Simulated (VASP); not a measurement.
GaAs: single point with LDA

The system is GaAs.

```
Ga As
1.0
     2.70468    2.70468    0.00000
    -2.70468    2.70468    0.00000
     0.00000    2.70468    2.70468
Ga As
1 1
Cartesian
  0.0000 0.0000 0.0000
  1.3523 4.0570 1.3523
```

```
Program                : VASP 6.6.1
Task                   : single point
Functional             : LDA
Potentials or basis    : VASP PAW LDA potentials, release 64 (Ga_d, As)
Cutoff                 : 500 eV
k mesh                 : 8 × 8 × 8
Occupations            : gaussian, width 0.01 eV
Spin                   : no spin polarisation
Dipole correction      : no
Further INCAR settings : ALGO = Normal; EDIFF = 1e-06; NBANDS = 16
```

- Pressure: 10.5 GPa
- Band gap on the k mesh: 1.07 eV, indirect (least direct gap 1.37 eV)

Levels at points of the mesh, in eV from the valence-band top:
| k point | band 5 | band 6 | band 7 | band 8 | band 9 | band 10 | band 11 | band 12 | band 13 | band 14 |
| --- | --- | --- | --- | --- | --- | --- | --- | --- | --- | --- |
| (0.00, 0.00, 0.00) | -15.12 | -13.80 | 0.00 | 0.00 | 0.00 | 1.37 | 3.69 | 3.69 | 3.69 | 7.78 |
| (0.50, 0.00, 0.00) | -15.11 | -11.59 | -7.49 | -1.37 | -1.37 | 1.26 | 4.60 | 4.60 | 7.65 | 11.25 |
| (0.50, 0.50, 0.00) | -15.10 | -10.67 | -7.55 | -3.20 | -3.20 | 1.07 | 1.44 | 11.13 | 11.13 | 12.08 |

It took 13 s on 1 thread of Intel Xeon 6975P-C, on a shared host, peak memory 0.15 GiB.

A k mesh can miss the band edges. A hybrid or GW would open this gap; LDA tends to underestimate it.
